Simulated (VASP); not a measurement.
# CsY6 (Pm-3m) in VASP: single point with PBE

Aim: the single point of CsY6 with PBE.

Program: VASP 6.6.1. These are calculated values, not measurements. Logs are shortened: lines on timing, memory, paths and dates and some standing lists are left out, and cuts for length are marked.

## Step 1: The cell of the first run

Symmetry: Pm-3m, No. 221, cubic system. Conventional cell: a = 8.006 Å, b = 8.006 Å, c = 8.006 Å, α = 90.00°, β = 90.00°, γ = 90.00°. Within 4.3 Å of Y (site symmetry 4mm) lie 5 Y at 3.29 to 3.36 Å.

The cell was generated, and may not be a known phase.

## Step 2: Single point, PBE

INCAR

```
SYSTEM = CsY6
PREC = Accurate
ENCUT = 520
EDIFF = 1E-6
ISMEAR = 0
SIGMA = 0.1
LREAL = .FALSE.
LASPH = .TRUE.
NELM = 80
ALGO = Fast
ISIF = 2
LWAVE = .FALSE.
LCHARG = .FALSE.
GGA = PE
NBANDS = 46
```

KPOINTS

```
Automatic mesh
0
G
  6 6 6
  0 0 0
```

POSCAR

```
CsY6
1.0
    8.0064328414      0.0000000000      0.0000000000
    0.0000000000      8.0064328414      0.0000000000
    0.0000000000      0.0000000000      8.0064328414
Cs Y
1 6
Direct
    0.0000000000      0.0000000000      0.0000000000
    0.2096928883      0.5000000000      0.5000000000
    0.5000000000      0.2096928883      0.5000000000
    0.7903071117      0.5000000000      0.5000000000
    0.5000000000      0.7903071117      0.5000000000
    0.5000000000      0.5000000000      0.2096928883
    0.5000000000      0.5000000000      0.7903071117
```

Potentials or basis: VASP PAW PBE potentials, release 64 (Cs_sv, Y_sv).

Started as:

```sh
cat potpaw_PBE.64/Cs_sv/POTCAR potpaw_PBE.64/Y_sv/POTCAR > POTCAR
mpirun -np 1 vasp_std > vasp.out
```

OUTCAR:

```text
SYSTEM = CsY6
   PREC = Accurate
   ENCUT = 520
   EDIFF = 1E-6
   ISMEAR = 0
   LREAL = .FALSE.
   LASPH = .TRUE.
   NELM = 80
   ISIF = 2
   GGA = PE

 ion  position               nearest neighbor table
   1  0.000  0.000  0.000-
   2  0.210  0.500  0.500-   3 3.29   5 3.29   6 3.29   7 3.29   4 3.36
   3  0.500  0.210  0.500-   2 3.29   4 3.29   6 3.29   7 3.29   5 3.36
   4  0.790  0.500  0.500-   3 3.29   5 3.29   6 3.29   7 3.29   2 3.36
   5  0.500  0.790  0.500-   2 3.29   4 3.29   6 3.29   7 3.29   3 3.36
   6  0.500  0.500  0.210-   2 3.29   3 3.29   4 3.29   5 3.29   7 3.36
   7  0.500  0.500  0.790-   2 3.29   3 3.29   4 3.29   5 3.29   6 3.36

  LATTYP: Found a simple cubic cell.
 ALAT       =     8.0064328414

  Lattice vectors:

 A1 = (   8.0064328414,   0.0000000000,   0.0000000000)
 A2 = (   0.0000000000,   8.0064328414,   0.0000000000)
 A3 = (   0.0000000000,   0.0000000000,   8.0064328414)

Analysis of symmetry for initial positions (statically):
=====================================================================
 Subroutine PRICEL returns:
 Original cell was already a primitive cell.

 Routine SETGRP: Setting up the symmetry group for a
 simple cubic supercell.

 Subroutine GETGRP returns: Found 48 space group operations
 (whereof 48 operations were pure point group operations)
 out of a pool of 48 trial point group operations.

The static configuration has the point symmetry O_h .

Analysis of symmetry for dynamics (positions and initial velocities):
=====================================================================
 Subroutine PRICEL returns:
 Original cell was already a primitive cell.

 Routine SETGRP: Setting up the symmetry group for a
 simple cubic supercell.

 Subroutine GETGRP returns: Found 48 space group operations
 (whereof 48 operations were pure point group operations)
 out of a pool of 48 trial point group operations.

The dynamic configuration has the point symmetry O_h .

 Subroutine INISYM returns: Found 48 space group operations
 (whereof 48 operations are pure point group operations),
 and found     1 'primitive' translations

----------------------------------------------------------------------------------------

                                     Primitive cell

  volume of cell :     513.2361

  direct lattice vectors                    reciprocal lattice vectors
     8.006432841  0.000000000  0.000000000     0.124899568  0.000000000  0.000000000
     0.000000000  8.006432841  0.000000000     0.000000000  0.124899568  0.000000000
     0.000000000  0.000000000  8.006432841     0.000000000  0.000000000  0.124899568

  length of vectors
     8.006432841  8.006432841  8.006432841     0.124899568  0.124899568  0.124899568

  position of ions in fractional coordinates (direct lattice)
     0.000000000  0.000000000  0.000000000
     0.209692888  0.500000000  0.500000000
     0.500000000  0.209692888  0.500000000
     0.790307112  0.500000000  0.500000000
     0.500000000  0.790307112  0.500000000
     0.500000000  0.500000000  0.209692888
     0.500000000  0.500000000  0.790307112

  ion indices of the primitive-cell ions
   primitive index   ion index
                 1           1
                 2           2
                 3           3
                 4           4
                 5           5
                 6           6
                 7           7

----------------------------------------------------------------------------------------

 KPOINTS: Automatic mesh

Automatic generation of k-mesh.
 Grid dimensions read from file:
 generate k-points for:    6    6    6

 Generating k-lattice:

  Cartesian coordinates                     Fractional coordinates (reciprocal lattice)
     0.020816595  0.000000000  0.000000000     0.166666667  0.000000000  0.000000000
     0.000000000  0.020816595  0.000000000     0.000000000  0.166666667  0.000000000
     0.000000000  0.000000000  0.020816595     0.000000000  0.000000000  0.166666667

  Length of vectors
     0.020816595  0.020816595  0.020816595

  Shift w.r.t. Gamma in fractional coordinates (k-lattice)
     0.000000000  0.000000000  0.000000000

 Subroutine IBZKPT returns following result:
 ===========================================

 Found     20 irreducible k-points:

 Following reciprocal coordinates:
            Coordinates               Weight
  0.000000  0.000000  0.000000      1.000000
  0.166667  0.000000  0.000000      6.000000
  0.333333  0.000000  0.000000      6.000000
  0.500000  0.000000  0.000000      3.000000
  0.166667  0.166667  0.000000     12.000000
  0.333333  0.166667  0.000000     24.000000
[... 12 lines left out ...]
  0.500000  0.500000  0.333333      6.000000
  0.500000  0.500000  0.500000      1.000000
   k-points           NKPTS =     20   k-points in BZ     NKDIM =     20   number of bands    NBANDS=     46
   number of dos      NEDOS =    301   number of ions     NIONS =      7
   total plane-waves  NPLWV = 216000
   dimension x,y,z NGX =    60 NGY =   60 NGZ =   60
   dimension x,y,z NGXF=   120 NGYF=  120 NGZF=  120
   ions per type =               1   6
   NGX,Y,Z   is equivalent  to a cutoff of  12.46, 12.46, 12.46 a.u.
   NGXF,Y,Z  is equivalent  to a cutoff of  24.92, 24.92, 24.92 a.u.
 SYSTEM =  CsY6
   PREC   = accura    normal or accurate (medium, high low for compatibility)
   ISTART =      0    job   : 0-new  1-cont  2-samecut
   ICHARG =      2    charge: 1-file 2-atom 10-const
   ISPIN  =      1    spin polarized calculation?
   LNONCOLLINEAR =      F non collinear calculations
   LSORBIT =      F    spin-orbit coupling
   LASPH  =      T    aspherical Exc in radial PAW
   ENCUT  =  520.0 eV  38.22 Ry    6.18 a.u.  14.89 14.89 14.89*2*pi/ulx,y,z
   NELM   =     80;   NELMIN=  2; NELMDL= -5     # of ELM steps
   EDIFF  = 0.1E-05   stopping-criterion for ELM
   LREAL  =      F    real-space projection
   EDIFFG = 0.1E-04   stopping-criterion for IOM
   NSW    =      0    number of steps for IOM
   IBRION =     -1    ionic relax: 0-MD 1-quasi-New 2-CG
   NFREE  =      0    steps in history (QN), initial steepest desc. (CG)
   ISIF   =      2    stress and relaxation
   ISYM   =      2    0-nonsym 1-usesym 2-fastsym
   POTIM  = 0.5000    time-step for ionic-motion
   TEBEG  =    0.0;   TEEND  =   0.0 temperature during run
   PSTRESS=    0.0 pullay stress
   NELECT =      75.0000    total number of electrons
   NUPDOWN=      -1.0000    fix difference up-down
   EMIN   =  10.00;   EMAX   =-10.00  energy-range for DOS
   EFERMI =   0.00;   METHOD = LEGACY
   ISMEAR =     0;   SIGMA  =   0.10  broadening in eV -4-tet -1-fermi 0-gaus
   EFERMI_NEDOS =   21; number of points for ismear=-14 and -15
   IALGO  =     68    algorithm
   IMIX   =      4    mixing-type and parameters
     AMIX     =   0.40;   BMIX     =  1.00
     AMIX_MAG =   1.60;   BMIX_MAG =  1.00
  volume/ion in A,a.u.               =      73.32       494.78
  Fermi-wavevector in a.u.,A,eV,Ry     =   0.862296  1.629502 10.116663  0.743554
  Thomas-Fermi vector in A             =   1.980077
   LORBIT       =      0    0 simple, 1 ext, 2 COOP (PROOUT), +10 PAW based schemes
   GGA     = PE    functional components
   LHFCALC =     F    Hartree Fock is set to
   AEXX    =    0.0000 exact exchange contribution
   IVDW    =     0    specifies the selected vdW correction
   LEPSILON=     F    determine dielectric tensor
   LRPA    =     F    only Hartree local field effects (RPA)
 non-spin polarized calculation
 RMM-DIIS sequential band-by-band and
 Gauss-broadening in eV      SIGMA  =   0.10
  energy-cutoff  :      520.00
  volume of cell :      513.24
 maximum number of plane-waves:     13854
 NGX is ok and might be reduce to    60
   NGX = 29   NGY = 29   NGZ = 29

 number of electron      75.0000009 magnetization

 Free energy of the ion-electron system (eV)
  ---------------------------------------------------
  ext. energy  EPLUGINS =         0.00000000
  ---------------------------------------------------
  free energy    TOTEN  =       -29.65280727 eV

  energy without entropy =      -29.52199007  energy(sigma->0) =      -29.58739867

 E-fermi :   0.0502     XC(G=0):  -6.1840

 val. band max:        0.0501471953   @ k =   0.5000   0.3333   0.0000
 cond. band min:       0.0526097162   @ k =   0.5000   0.3333   0.1667
 fundamental gap:      0.0024625209
 Fermi energy:         0.0501636769

 k-point     1 :       0.0000    0.0000    0.0000
  band No.  band energies     occupation
      1     -43.0556      2.00000
      2     -42.9725      2.00000
      3     -42.9725      2.00000
      4     -42.9725      2.00000
      5     -42.9677      2.00000
      6     -42.9677      2.00000
[... 38 lines left out ...]
     45       1.0357      0.00000
     46       1.0492      0.00000

 k-point     2 :       0.1667    0.0000    0.0000
  band No.  band energies     occupation
      1     -43.0542      2.00000
      2     -42.9823      2.00000
      3     -42.9725      2.00000
      4     -42.9725      2.00000
      5     -42.9677      2.00000
      6     -42.9594      2.00000
[... 38 lines left out ...]
     45       0.9343      0.00000
     46       0.9722      0.00000

 k-point     3 :       0.3333    0.0000    0.0000
  band No.  band energies     occupation
      1     -43.0509      2.00000
      2     -42.9925      2.00000
      3     -42.9725      2.00000
      4     -42.9725      2.00000
      5     -42.9677      2.00000
      6     -42.9525      2.00000
[... 38 lines left out ...]
     45       0.7715      0.00000
     46       0.8595      0.00000

 k-point     4 :       0.5000    0.0000    0.0000
  band No.  band energies     occupation
      1     -43.0490      2.00000
      2     -42.9969      2.00000
      3     -42.9725      2.00000
      4     -42.9725      2.00000
      5     -42.9677      2.00000
      6     -42.9500      2.00000
[... 724 lines left out ...]
     45       1.0885      0.00000
     46       1.1047      0.00000

 k-point    19 :       0.5000    0.5000    0.3333
  band No.  band energies     occupation
      1     -43.0347      2.00000
      2     -42.9969      2.00000
      3     -42.9969      2.00000
      4     -42.9914      2.00000
      5     -42.9456      2.00000
      6     -42.9432      2.00000
[... 38 lines left out ...]
     45       1.0113      0.00000
     46       1.1751      0.00000

 k-point    20 :       0.5000    0.5000    0.5000
  band No.  band energies     occupation
      1     -43.0316      2.00000
      2     -42.9969      2.00000
      3     -42.9969      2.00000
      4     -42.9969      2.00000
      5     -42.9432      2.00000
      6     -42.9432      2.00000
[... 38 lines left out ...]
     45       0.8773      0.00000
     46       1.2863      0.00000

------------------------ aborting loop because EDIFF is reached ----------------------------------------

  FORCE on cell =-STRESS in cart. coord.  units (eV):
  Direction    XX          YY          ZZ          XY          YZ          ZX
  --------------------------------------------------------------------------------------
  -------------------------------------------------------------------------------------
  Total       -0.0903159     -0.0903159     -0.0903159      0.0000000      0.0000000      0.0000000
  in kB       -0.2819406     -0.2819406     -0.2819406      0.0000000      0.0000000      0.0000000
  external PRESSURE =      -0.2819406 kB  Pullay stress =       0.0000000 kB

 VOLUME and BASIS-vectors are now :
 -----------------------------------------------------------------------------
  energy-cutoff  :      520.00
  volume of cell :      513.24
      direct lattice vectors                 reciprocal lattice vectors
     8.006432841  0.000000000  0.000000000     0.124899568  0.000000000  0.000000000
     0.000000000  8.006432841  0.000000000     0.000000000  0.124899568  0.000000000
     0.000000000  0.000000000  8.006432841     0.000000000  0.000000000  0.124899568

 POSITION                                       TOTAL-FORCE (eV/Angst)
 -----------------------------------------------------------------------------------
      0.00000      0.00000      0.00000        -0.000000      0.000000      0.000000
      1.67889      4.00322      4.00322         0.005074     -0.000000      0.000000
      4.00322      1.67889      4.00322        -0.000000      0.005074      0.000000
      6.32754      4.00322      4.00322        -0.005074      0.000000      0.000000
      4.00322      6.32754      4.00322         0.000000     -0.005074      0.000000
      4.00322      4.00322      1.67889        -0.000000     -0.000000      0.005074
      4.00322      4.00322      6.32754         0.000000      0.000000     -0.005074
 -----------------------------------------------------------------------------------
    total drift:                               -0.000000      0.000000     -0.000000

  FREE ENERGIE OF THE ION-ELECTRON SYSTEM (eV)
  ---------------------------------------------------
  free  energy   TOTEN  =       -29.6528072709 eV

  energy  without entropy=      -29.5219900706  energy(sigma->0) =      -29.58739867
```

Run time: 31 min. Hardware: 1 thread of AMD EPYC 7R13 (Zen 3), shared host; peak memory 0.73 GiB.

What came out:

* Free energy: -29.6528 eV
* Pressure: 0.0 GPa
* Largest force: 0.005 eV/Å
* Band gap on the k mesh: zero (an odd number of electrons rules out a gap without spin polarisation)

Forces in eV/Å, atoms in the order of the input:
```
Cs   0.000  0.000  0.000
Y    0.005  0.000  0.000
Y    0.000  0.005  0.000
Y   -0.005  0.000  0.000
Y    0.000 -0.005  0.000
Y    0.000  0.000  0.005
Y    0.000  0.000 -0.005
```

Caveat: spin-orbit coupling is left out, which moves the levels of the heavy elements.
